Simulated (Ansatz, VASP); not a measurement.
**One calculation of TiB2, two programs**

```
Ti B
1.0
     3.02920    0.00000    0.00000
    -1.51460    2.62336    0.00000
     0.00000    0.00000    3.22840
Ti B
1 2
Direct
  0.00000 0.00000 0.00000
  0.33333 0.66667 0.50000
  0.66667 0.33333 0.50000
```

Alike in both runs: task relaxation of cell and atoms; functional PBEsol; k mesh 15 × 15 × 14; occupations gaussian, width 0.1 eV; no spin polarisation.

|  | VASP | Ansatz |
| --- | --- | --- |
| version | VASP 6.6.1 | Ansatz 0.2.0 |
| potentials or method | VASP PAW PBE potentials, release 64 (Ti_sv, B), cutoff 600 eV | scalar-relativistic, plane waves, PAW |
| valence electrons in the cell | 18 | 18 |

```tsv
	VASP	Ansatz	Ansatz less VASP
gap on the k mesh at the Fermi level, each at its own relaxed structure (eV)	none	none	-
relaxed volume (Å³/atom)	8.38	8.37	-0.009
relaxed cell length with the largest relative difference (Å)	3.019	3.018	-0.0015
```

VASP's potentials were made for PBE, not for PBEsol. A gap of «none» marks a metal or a gap that the smearing closes.
